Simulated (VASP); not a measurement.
# SrO (Immm) in VASP: a series of runs

SrO is run at these levels: PBE; tasks: single point.

Program: VASP 6.6.1. These are calculated values, not measurements. Logs are shortened: lines on timing, memory, paths and dates and some standing lists are left out, and cuts for length are marked.

### Step 1. The cell of the first run

Symmetry: Immm, No. 71, orthorhombic system. Conventional cell: a = 3.655 Å, b = 3.692 Å, c = 5.195 Å, α = 90.00°, β = 90.00°, γ = 90.00°. Within 3.4 Å of Sr (site symmetry mmm) lie 6 O at 2.60 Å. Within 3.4 Å of O (site symmetry mmm) lie 6 Sr at 2.60 Å.

### Step 2. Single point, PBE (strain +0.0100 x Voigt [0, 0, 0, 0, 0, 1])

File INCAR:

```
SYSTEM = SrO
PREC = Accurate
ENCUT = 520
EDIFF = 1E-7
ISMEAR = 0
SIGMA = 0.05
LREAL = .FALSE.
LASPH = .TRUE.
NELM = 80
ALGO = Normal
ISIF = 2
LWAVE = .FALSE.
LCHARG = .TRUE.
GGA = PE
LELF = .TRUE.
LVHAR = .TRUE.
NBANDS = 15
```

File KPOINTS:

```
Automatic mesh
0
G
  8 8 8
  0 0 0
```

File POSCAR:

```
SrO
1.0
    0.0129869588      2.5973917585      2.5973917585
    2.5973917585      0.0129869588      2.5973917585
    2.6103787173      2.6103787173      0.0000000000
Sr O
1 1
Direct
    0.0000000000      0.0000000000      0.0000000000
    0.5000000000      0.5000000000      0.5000000000
```

Potentials or basis: VASP PAW PBE potentials, release 64 (Sr_sv, O).

Run with:

```
$ cat potpaw_PBE.64/Sr_sv/POTCAR potpaw_PBE.64/O/POTCAR > POTCAR
$ mpirun -np 1 vasp_std > vasp.out
```

OUTCAR:

```text
SYSTEM = SrO
   PREC = Accurate
   ENCUT = 520
   EDIFF = 1E-7
   ISMEAR = 0
   LREAL = .FALSE.
   LASPH = .TRUE.
   NELM = 80
   ISIF = 2
   GGA = PE

 ion  position               nearest neighbor table
   1  0.000  0.000  0.000-   2 2.60   2 2.60   2 2.60   2 2.60   2 2.60   2 2.60
   2  0.500  0.500  0.500-   1 2.60   1 2.60   1 2.60   1 2.60   1 2.60   1 2.60

  LATTYP: Found a body centered orthorhombic cell.
 ALAT       =     3.6549003184
 B/A-ratio  =     1.0100502513
 C/A-ratio  =     1.4213201632

  Lattice vectors:

 A1 = (   2.5973917585,   0.0129869588,  -2.5973917585)
 A2 = (  -2.5973917585,  -0.0129869588,  -2.5973917585)
 A3 = (   0.0129869588,   2.5973917585,   2.5973917585)

Analysis of symmetry for initial positions (statically):
=====================================================================
 Subroutine PRICEL returns:
 Original cell was already a primitive cell.

 Routine SETGRP: Setting up the symmetry group for a
 body centered orthorhombic supercell.

 Subroutine GETGRP returns: Found  8 space group operations
 (whereof  8 operations were pure point group operations)
 out of a pool of  8 trial point group operations.

The static configuration has the point symmetry D_2h.

Analysis of symmetry for dynamics (positions and initial velocities):
=====================================================================
 Subroutine PRICEL returns:
 Original cell was already a primitive cell.

 Routine SETGRP: Setting up the symmetry group for a
 body centered orthorhombic supercell.

 Subroutine GETGRP returns: Found  8 space group operations
 (whereof  8 operations were pure point group operations)
 out of a pool of  8 trial point group operations.

The dynamic configuration has the point symmetry D_2h.

 Subroutine INISYM returns: Found  8 space group operations
 (whereof  8 operations are pure point group operations),
 and found     1 'primitive' translations

----------------------------------------------------------------------------------------

                                     Primitive cell

  volume of cell :      35.0454

  direct lattice vectors                    reciprocal lattice vectors
     0.012986959  2.597391759  2.597391759    -0.193468144  0.193468144  0.192500803
     2.597391759  0.012986959  2.597391759     0.193468144 -0.193468144  0.192500803
     2.610378717  2.610378717  0.000000000     0.191543088  0.191543088 -0.192500803

  length of vectors
[... 92 lines left out ...]
   PSTRESS=    0.0 pullay stress
   NELECT =      16.0000    total number of electrons
   NUPDOWN=      -1.0000    fix difference up-down
   EMIN   =  10.00;   EMAX   =-10.00  energy-range for DOS
   EFERMI =   0.00;   METHOD = LEGACY
   ISMEAR =     0;   SIGMA  =   0.05  broadening in eV -4-tet -1-fermi 0-gaus
   EFERMI_NEDOS =   21; number of points for ismear=-14 and -15
   IALGO  =     38    algorithm
   IMIX   =      4    mixing-type and parameters
     AMIX     =   0.40;   BMIX     =  1.00
     AMIX_MAG =   1.60;   BMIX_MAG =  1.00
  volume/ion in A,a.u.               =      17.52       118.25
  Fermi-wavevector in a.u.,A,eV,Ry     =   1.260582  2.382154 21.620557  1.589066
  Thomas-Fermi vector in A             =   2.394084
   LORBIT       =      0    0 simple, 1 ext, 2 COOP (PROOUT), +10 PAW based schemes
   GGA     = PE    functional components
   LHFCALC =     F    Hartree Fock is set to
   AEXX    =    0.0000 exact exchange contribution
   IVDW    =     0    specifies the selected vdW correction
   LEPSILON=     F    determine dielectric tensor
   LRPA    =     F    only Hartree local field effects (RPA)
 non-spin polarized calculation
 Gauss-broadening in eV      SIGMA  =   0.05
  energy-cutoff  :      520.00
  volume of cell :       35.05
 maximum number of plane-waves:       957
   NGX = 13   NGY = 13   NGZ = 13

 number of electron      16.0000000 magnetization

 Free energy of the ion-electron system (eV)
  ---------------------------------------------------
  ext. energy  EPLUGINS =         0.00000000
  ---------------------------------------------------
  free energy    TOTEN  =       -12.05405942 eV

  energy without entropy =      -12.05405942  energy(sigma->0) =      -12.05405942

 E-fermi :   1.7310     XC(G=0):  -9.8826

 val. band max:        1.5329434736   @ k =   0.0000   0.0000   0.0000
 cond. band min:       4.8014100059   @ k =   0.5000   0.5000   0.0000
 fundamental gap:      3.2684665323
 Fermi energy:         1.7309847058

 k-point     1 :       0.0000    0.0000    0.0000
  band No.  band energies     occupation
      1     -30.9774      2.00000
      2     -13.5300      2.00000
      3     -12.6472      2.00000
      4     -12.6455      2.00000
      5     -12.6434      2.00000
      6       1.5110      2.00000
      7       1.5216      2.00000
      8       1.5329      2.00000
      9       5.2887      0.00000
     10       7.6035      0.00000
     11       7.6626      0.00000
     12       7.7235      0.00000
     13       9.7631      0.00000
     14       9.7633      0.00000
[... 401 lines left out ...]
      2     -14.2985      2.00000
      3     -12.7423      2.00000
      4     -12.7206      2.00000
      5     -11.9949      2.00000
      6       0.3015      2.00000
      7       1.1428      2.00000
      8       1.2425      2.00000
      9       6.7271      0.00000
     10       7.0615      0.00000
     11       8.9501      0.00000
     12       9.1076      0.00000
     13      10.5422      0.00000
     14      11.3302      0.00000
     15      17.0091      0.00000

 [... further k-points ...]

------------------------ aborting loop because EDIFF is reached ----------------------------------------

  FORCE on cell =-STRESS in cart. coord.  units (eV):
  Direction    XX          YY          ZZ          XY          YZ          ZX
  --------------------------------------------------------------------------------------
  -------------------------------------------------------------------------------------
  Total        0.1132830      0.1132830      0.1117265     -0.1187548      0.0000000      0.0000000
  in kB        5.1789766      5.1789766      5.1078142     -5.4291307      0.0000000      0.0000000
  external PRESSURE =       5.1552558 kB  Pullay stress =       0.0000000 kB

 VOLUME and BASIS-vectors are now :
 -----------------------------------------------------------------------------
  energy-cutoff  :      520.00
  volume of cell :       35.05
      direct lattice vectors                 reciprocal lattice vectors
     0.012986959  2.597391759  2.597391759    -0.193468144  0.193468144  0.192500803
     2.597391759  0.012986959  2.597391759     0.193468144 -0.193468144  0.192500803
     2.610378717  2.610378717  0.000000000     0.191543088  0.191543088 -0.192500803

 POSITION                                       TOTAL-FORCE (eV/Angst)
 -----------------------------------------------------------------------------------
      0.00000      0.00000      0.00000         0.000000     -0.000000      0.000000
      2.61038      2.61038      2.59739        -0.000000      0.000000      0.000000
 -----------------------------------------------------------------------------------
    total drift:                                0.000000      0.000000      0.000000

  FREE ENERGIE OF THE ION-ELECTRON SYSTEM (eV)
  ---------------------------------------------------
  free  energy   TOTEN  =       -12.0540594174 eV

  energy  without entropy=      -12.0540594174  energy(sigma->0) =      -12.05405942
```

OSZICAR:

```text
N       E                     dE             d eps       ncg     rms          rms(c)
DAV:   1     0.693685417747E+02    0.69369E+02   -0.85570E+03  2858   0.105E+03
DAV:   2    -0.109108378528E+02   -0.80279E+02   -0.73338E+02  3917   0.220E+02
DAV:   3    -0.141803552769E+02   -0.32695E+01   -0.32499E+01  3742   0.404E+01
DAV:   4    -0.142514619831E+02   -0.71107E-01   -0.71101E-01  3572   0.558E+00
DAV:   5    -0.142530516458E+02   -0.15897E-02   -0.15897E-02  3647   0.665E-01    0.156E+01
DAV:   6    -0.122131322135E+02    0.20399E+01   -0.67937E+00  2906   0.193E+01    0.183E+01
DAV:   7    -0.120631005607E+02    0.15003E+00   -0.31977E-01  3326   0.495E+00    0.106E+01
DAV:   8    -0.120522692555E+02    0.10831E-01   -0.12187E-01  3683   0.351E+00    0.378E-01
DAV:   9    -0.120534306520E+02   -0.11614E-02   -0.61539E-03  3490   0.499E-01    0.235E-01
DAV:  10    -0.120538827368E+02   -0.45208E-03   -0.44054E-04  3186   0.199E-01    0.909E-02
DAV:  11    -0.120540408625E+02   -0.15813E-03   -0.16473E-04  3067   0.946E-02    0.278E-02
DAV:  12    -0.120540597267E+02   -0.18864E-04   -0.28398E-05  3081   0.388E-02    0.242E-02
DAV:  13    -0.120540596195E+02    0.10719E-06   -0.17539E-06  3256   0.116E-02    0.342E-03
DAV:  14    -0.120540594385E+02    0.18105E-06   -0.16400E-07  3765   0.308E-03    0.222E-03
DAV:  15    -0.120540594174E+02    0.21072E-07   -0.95955E-09  1670   0.979E-04
   1 F= -.12054059E+02 E0= -.12054059E+02  d E =-.100247E-10
```

It took 100 s on 1 thread of AMD EPYC 7R13, shared host; peak memory 0.16 GiB.

Results:

- Free energy: -12.0541 eV
- Pressure: 0.5 GPa
- Band gap on the k mesh: 3.27 eV, indirect (least direct gap 3.37 eV)

Caveat: the cell differs from its parent crystal (strain +0.0100 x Voigt [0, 0, 0, 0, 0, 1]). A k mesh can miss the band edges.

(Continued in part 2 of 2.)
